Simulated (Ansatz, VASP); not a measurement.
**Two plane-wave programs on Ru**

File INCAR:

```
SYSTEM = Ru
ALGO = Fast
EDIFF = 1E-6
ENCUT = 520
GGA = PS
ISIF = 2
ISMEAR = 0
LASPH = .TRUE.
LCHARG = .TRUE.
LELF = .TRUE.
LREAL = .FALSE.
LVHAR = .TRUE.
LWAVE = .FALSE.
NBANDS = 21
NELM = 60
PREC = Accurate
SIGMA = 0.15
```

KPOINTS

```
k-points
0
G
  24 24 14
  0 0 0
```

Contents of POSCAR:

```
Ru
1.0
    2.6895239996      0.0000000000      0.0000000000
   -1.3447619998      2.3291961077      0.0000000000
    0.0000000000      0.0000000000      4.4645169983
Ru
2
Direct
    0.3333333333      0.6666666667      0.2500000000
    0.6666666667      0.3333333333      0.7500000000
```

Input for Ansatz:

```yaml
crystal:
  lattice:
    - [2.6895239996, 0.0, 0.0]
    - [-1.3447619998, 2.3291961077, 0.0]
    - [0.0, 0.0, 4.4645169983]
  atoms:
    - { symbol: Ru, position: [0.3333333333, 0.6666666667, 0.25] }
    - { symbol: Ru, position: [0.6666666667, 0.3333333333, 0.75] }
basis:
  ecutwfc: 420
kpoints:
  mp_grid: { grid: [24, 24, 14] }
hamiltonian:
  xc: pbesol
scf:
  occupations: { method: gaussian, width: 0.15 }
output:
  forces: true
  stress: true
  eigenvalues: true
```

Change from the starting cell: strain +0.000 along x and y, +0.050 along z, atoms carried along.

Alike in both runs: task single point; functional PBEsol; k mesh 24 × 24 × 14; occupations gaussian, width 0.15 eV; no spin polarisation.

|  | VASP | Ansatz |
| --- | --- | --- |
| version | VASP 6.6.1 | Ansatz 0.2.0 |
| potentials or method | VASP PAW PBE potentials, release 64 (Ru_pv), cutoff 520 eV | scalar-relativistic, plane waves, PAW |
| valence electrons in the cell | 28 | 32 |

VASP gave:

* gap on the k mesh at the Fermi level (eV): none
* pressure (GPa): -14.8
* traceless stress, the component that is largest in VASP (GPa): -14.52

**Question.** What did Ansatz give for the same quantities?

**Answer.** gap on the k mesh at the Fermi level (eV): none; pressure (GPa): -14.7; traceless stress, the component that is largest in VASP (GPa): -14.54.

VASP's potentials were made for PBE, not for PBEsol. A gap of «none» marks a metal or a gap that the smearing closes. VASP's potentials hold 28 valence electrons a cell and Ansatz's 32, so a difference there can come from the potentials and not from the codes.
